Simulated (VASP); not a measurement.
# Si (I4/mmm) in VASP: further runs, part 2 of 2

VASP 6.6.1.

## 3. Single point, PBE0

This run uses another cell than the first one, of 13.42 Å³/atom.

POSCAR

```
Si
1.0
   -1.6049268977      1.6049268977      1.3024853673
    1.6049268977     -1.6049268977      1.3024853673
    1.6049268977      1.6049268977     -1.3024853673
Si
1
Direct
    0.0000000000      0.0000000000      0.0000000000
```

INCAR.step1

```
SYSTEM = Si
PREC = Accurate ; ENCUT = 520
EDIFF = 1E-5 ; ISMEAR = -1
SIGMA = 0.05 ; LREAL = .False.
LASPH = .True. ; NELM = 100
ALGO = Normal ; ISIF = 2
LWAVE = .True. ; LCHARG = .False.
GGA = PE ; NBANDS = 8
```

INCAR.step2

```
SYSTEM = Si
PREC = Accurate ; ENCUT = 520
EDIFF = 1E-7 ; ISMEAR = -1
SIGMA = 0.05 ; LREAL = .False.
LASPH = .True. ; NELM = 100
ALGO = Normal ; ISIF = 2
LWAVE = .False. ; LCHARG = .False.
GGA = PE ; LHFCALC = .True.
AEXX = 0.25 ; PRECFOCK = Normal
ISTART = 1 ; NBANDS = 8
```

KPOINTS

```
Automatic mesh
0
Gamma
  8 8 8
  0 0 0
```

Potentials or basis: VASP PAW PBE potentials, release 64 (Si).

Started as:

```
$ cat potpaw_PBE.64/Si/POTCAR > POTCAR
$ cp INCAR.step1 INCAR
$ mpirun -np 1 vasp_std > vasp.out
$ cp INCAR.step2 INCAR
$ mpirun -np 1 vasp_std > vasp.out
```

Run time: 15 min. Hardware: 1 thread of AMD EPYC 7R43 (Zen 3), shared host; peak memory 0.09 GiB.

Results (log left out):

| Quantity | Value |
| --- | --- |
| Free energy | -6.1822 eV |
| Pressure | 5.8 GPa |
| Band gap on the k mesh | zero (bands 2 and 3 overlap by 14.51 eV) |

Stress tensor (GPa, compression positive):
```
8.48 0.00 0.00
0.00 8.48 0.00
0.00 0.00 0.31
```

Levels at points of the mesh, in eV from the Fermi level:
```csv
k point,band 1,band 2,band 3,band 4,band 5,band 6
"(0.00, 0.00, 0.00)",-17.85,10.68,11.74,11.74,14.39,16.06
"(0.50, 0.00, 0.00)",-8.41,-7.77,5.74,7.01,7.68,10.58
"(0.50, 0.50, 0.00)",-10.65,-9.56,10.59,12.75,13.21,13.50
"(0.50, 0.50, 0.50)",-3.66,-3.66,-2.03,1.19,4.99,7.56
```

Caveat: the k points lie up to 0.39 Å⁻¹ apart, too coarse for converged energies and pressures of a metal; the PAW data sets were made with another functional, which shifts forces and pressure a little.

## 4. Single point, PBE0

This run uses another cell than the first one, of 13.70 Å³/atom.

POSCAR

```
Si
1.0
   -1.6159957088      1.6159957088      1.3114683088
    1.6159957088     -1.6159957088      1.3114683088
    1.6159957088      1.6159957088     -1.3114683088
Si
1
Direct
    0.0000000000      0.0000000000      0.0000000000
```

INCAR.step1

```
SYSTEM = Si
PREC     = Accurate       ! precision mode
ENCUT    = 520            ! plane-wave cutoff, eV
EDIFF    = 1E-5           ! SCF threshold, eV
ISMEAR   = -1             ! smearing method
SIGMA    = 0.05           ! smearing width, eV
LREAL    = .False.        ! projectors in reciprocal space
LASPH    = .True.         ! aspherical terms in the spheres
NELM     = 100            ! most SCF steps
ALGO     = Normal         ! electronic algorithm
ISIF     = 2              ! what is computed and relaxed
LWAVE    = .True.         ! write WAVECAR
LCHARG   = .False.        ! write CHGCAR
NBANDS   = 8              ! bands
GGA      = PE             ! functional
```

INCAR.step2

```
SYSTEM = Si
PREC     = Accurate       ! precision mode
ENCUT    = 520            ! plane-wave cutoff, eV
EDIFF    = 1E-6           ! SCF threshold, eV
ISMEAR   = -1             ! smearing method
SIGMA    = 0.05           ! smearing width, eV
LREAL    = .False.        ! projectors in reciprocal space
LASPH    = .True.         ! aspherical terms in the spheres
NELM     = 100            ! most SCF steps
ALGO     = Normal         ! electronic algorithm
ISIF     = 2              ! what is computed and relaxed
LWAVE    = .False.        ! write WAVECAR
LCHARG   = .False.        ! write CHGCAR
GGA      = PE             ! functional
LHFCALC  = .True.         ! exact exchange
AEXX     = 0.25           ! exact-exchange fraction
PRECFOCK = Normal       
NBANDS   = 8              ! bands
ISTART   = 1
```

KPOINTS is that of step 3.

Started as:

```
$ cat potpaw_PBE.64/Si/POTCAR > POTCAR
$ cp INCAR.step1 INCAR
$ mpirun -np 1 vasp_std > vasp.out
$ cp INCAR.step2 INCAR
$ mpirun -np 1 vasp_std > vasp.out
```

Wall time 11 min (1 thread of AMD EPYC 7R43 (Zen 3), shared host); peak memory 0.1 GiB.

It converged, with:

```
Free energy            : -6.1900 eV
Pressure               : 3.2 GPa
Band gap on the k mesh : zero (bands 2 and 3 overlap by 14.45 eV)
```

Stress tensor (GPa, compression positive):
```
 6.10  0.00  0.00
 0.00  6.10  0.00
 0.00  0.00 -2.62
```

Levels at points of the mesh, in eV from the Fermi level:
```
           k point  band 1  band 2  band 3  band 4  band 5  band 6  band 7
(0.00, 0.00, 0.00)  -17.59   10.67   11.56   11.56   14.32   15.74   16.78
(0.50, 0.00, 0.00)   -8.23   -7.68    5.67    7.06    7.60   10.46   20.50
(0.50, 0.50, 0.00)  -10.53   -9.36   10.42   12.71   13.13   13.29   18.87
(0.50, 0.50, 0.50)   -3.57   -3.57   -2.07    1.33    4.94    7.48   27.44
```

Caveat: the k points lie up to 0.39 Å⁻¹ apart, too coarse for converged energies and pressures of a metal; the PAW data sets were made with another functional, which shifts forces and pressure a little.

## 5. Overview

```csv
cell,gap on the mesh (eV),pressure (GPa)
"a = 2.599 Å, angles 104.3, 104.3, 120.3°, 1 atom",none,7.8
"a = 2.617 Å, angles 104.3, 104.3, 120.3°, 1 atom",none,5.8
"a = 2.635 Å, angles 104.3, 104.3, 120.3°, 1 atom",none,3.2
```

Alike in all rows: task single point; level PBE0; potentials or basis VASP PAW PBE potentials, release 64 (Si); no spin polarisation; k mesh 8 × 8 × 8; cutoff (eV) 520; smearing fermi-dirac 0.05 eV.

Caveats: all runs use coarse meshes; the PAW data sets were made with another functional, which shifts forces and pressure a little.

Total energies depend on the potentials used, so only differences within one code and one set of settings carry meaning.
